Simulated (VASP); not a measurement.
Write the native input for VASP 6.6.1 that does the following.

```yaml
Task: single point
Functional: r2SCAN
Potentials_or_basis: VASP PAW PBE potentials, release 64 (Mo_sv)
Cutoff: 520 eV
k_mesh: 9 × 9 × 14
Occupations: fermi-dirac, width 0.1 eV
Spin: no spin polarisation
Dipole_correction: no
Further_INCAR_settings: ALGO = Normal; EDIFF = 1e-07; NBANDS = 28
```

Mo:

```
CELL_PARAMETERS angstrom
4.77607 0.00000 0.00000
-2.38804 4.13620 0.00000
0.00000 0.00000 2.61376
ATOMIC_POSITIONS crystal
Mo 0.00000 0.00000 0.00000
Mo 0.33333 0.66667 0.50000
Mo 0.66667 0.33333 0.50000
```

This isn't the form of Mo at room conditions, which is bcc.

These files were run (other wordings do the same):

POSCAR

```
Mo
1.0
    4.7760720303      0.0000000000      0.0000000000
   -2.3880360151      4.1361997085      0.0000000000
    0.0000000000      0.0000000000      2.6137616141
Mo
3
Direct
    0.0000000000      1.0000000000      1.0000000000
    0.3333333333      0.6666666667      0.5000000000
    0.6666666667      0.3333333333      0.5000000000
```

INCAR.step1

```
PREC = Accurate
ENCUT = 520
ISMEAR = -1
SIGMA = 0.1
LREAL = False
LASPH = True
NELM = 60
NBANDS = 28
GGA = PE
ALGO = Normal
EDIFF = 1E-4
LWAVE = True
LCHARG = False
```

INCAR.step2

```
PREC = Accurate
ENCUT = 520
EDIFF = 1E-7
ISMEAR = -1
SIGMA = 0.1
LREAL = False
LASPH = True
NELM = 60
ALGO = Normal
ISIF = 2
LWAVE = False
LCHARG = True
METAGGA = R2SCAN
LMIXTAU = True
LELF = True
LVHAR = True
NBANDS = 28
ISTART = 1
```

KPOINTS

```
regular mesh
0
Gamma
  9 9 14
```

Potentials or basis: VASP PAW PBE potentials, release 64 (Mo_sv).

Run with:

```sh
$ cat potpaw_PBE.64/Mo_sv/POTCAR > POTCAR
$ cp INCAR.step1 INCAR
$ mpirun -np 1 vasp_std > vasp.out
$ cp INCAR.step2 INCAR
$ mpirun -np 1 vasp_std > vasp.out
```

Results of the run:

```
Pressure               : -15.5 GPa
Band gap on the k mesh : zero (bands 21 and 22 overlap by 1.20 eV)
```

Caveat: the cell stands under tension; the PAW data sets were made with another functional, which shifts forces and pressure a little.

It took 5 min on 1 thread of Intel(R) Xeon(R) 6975P-C (Granite Rapids), on a shared host, peak memory 0.23 GiB.
